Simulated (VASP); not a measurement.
Write the native input for VASP 6.6.1 that does the following.

```yaml
Task: relaxation of cell and atoms
Functional: PBE
Potentials_or_basis: VASP PAW PBE potentials, release 64 (C)
Cutoff: 600 eV
k_mesh: 8 × 8 × 6
Occupations: gaussian, width 0.02 eV
Spin: no spin polarisation
Dipole_correction: no
Further_INCAR_settings: ALGO = Normal; EDIFF = 1e-07; IBRION = 2; EDIFFG = -0.01; NSW = 100; ISIF = 3
```

The structure of C lies in POSCAR:

```
C
1.0
    2.4008347300     -2.4602992005      0.0000000000
    2.4008347300      2.4602992005      0.0000000000
    0.0000000000      0.0000000000      4.4594362603
C
6
Direct
    0.5000000000      0.5000000000      0.7500000000
    0.5000000000      0.5000000000      0.2500000000
    0.4981627417      0.1936866662      0.5000000000
    0.5018372583      0.8063133338      0.5000000000
    0.1936866662      0.4981627417      0.0000000000
    0.8063133338      0.5018372583      0.0000000000
```

These files were run (other wordings do the same):

INCAR

```
PREC = Accurate ; ENCUT = 600
EDIFF = 1E-7 ; ISMEAR = 0
SIGMA = 0.02 ; LREAL = F
LASPH = T ; NELM = 100
ALGO = Normal ; ISIF = 3
LWAVE = F ; LCHARG = F
GGA = PE ; IBRION = 2
NSW = 100 ; EDIFFG = -0.01
```

KPOINTS

```
Automatic mesh
0
Gamma
  8 8 6
```

Potentials or basis: VASP PAW PBE potentials, release 64 (C).

Launch:

```bash
$ cat potpaw_PBE.64/C/POTCAR > POTCAR
$ mpirun -np 1 vasp_std > vasp.out
```

Results of the run:

```json
{
 "Relaxed volume": "8.78 Å³/atom",
 "Relaxed cell": "a = 3.438 Å, b = 3.438 Å, c = 4.459 Å, α = 90.00°, β = 90.00°, γ = 89.92°",
 "Space group after relaxing (to 0.05 Å)": "P4_2/mmc (No. 131)",
 "Energy gained by relaxing": "0.2 meV/atom",
 "Ionic steps": "16",
 "Pressure after relaxing": "0.0 GPa",
 "Band gap on the k mesh": "0.66 eV, indirect (least direct gap 2.09 eV)"
}
```

It took 6.4 min on 1 thread of Intel(R) Xeon(R) Platinum 8488C (Sapphire Rapids), on a shared host, peak memory 0.2 GiB.
